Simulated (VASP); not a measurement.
**Ti: electric field gradients with PBEsol**

Ti:

```
Ti
1.0
    -1.61882    1.61882    1.61882
     1.61882   -1.61882    1.61882
     1.61882    1.61882   -1.61882
Ti
1
Direct
  0.00000 0.00000 0.00000
```

This cell differs from its parent crystal: volume scaled by 0.96.

```json
{"Program": "VASP 6.6.1", "Task": "electric field gradients", "Functional": "PBEsol", "Potentials or basis": "VASP PAW PBE potentials, release 64 (Ti_sv)", "Cutoff": "520 eV", "k mesh": "14 × 14 × 14", "Occupations": "fermi-dirac, width 0.05 eV", "Spin": "no spin polarisation", "Dipole correction": "no", "Further INCAR settings": "ALGO = Normal; EDIFF = 1e-08; NBANDS = 12"}
```

```json
{
  "Pressure": "-3.0 GPa",
  "Band gap on the k mesh": "zero (band 6 reaches 9.20 eV, above the bottom of band 7 at 7.53 eV)"
}
```

Levels at points of the mesh, in eV from the Fermi level:
```
           k point  band 4  band 5  band 6  band 7  band 8  band 9
(0.00, 0.00, 0.00)  -32.16   -5.99    1.01    1.01    1.01    2.84
(0.50, 0.00, 0.00)  -32.17   -2.51   -0.42    1.23    2.83    3.19
(0.50, 0.50, 0.50)  -32.67   -2.17   -2.17    4.06    4.06    4.06
```

Run time: 12 s on 1 thread of Intel(R) Xeon(R) Platinum 8488C (Sapphire Rapids), on a shared host, peak memory 0.14 GiB.

Caveat: without QUAD_EFG the Cq values of the log hold for a quadrupole moment of 1 mb, not for the nuclei; the PAW data sets were made with another functional, which shifts forces and pressure a little.
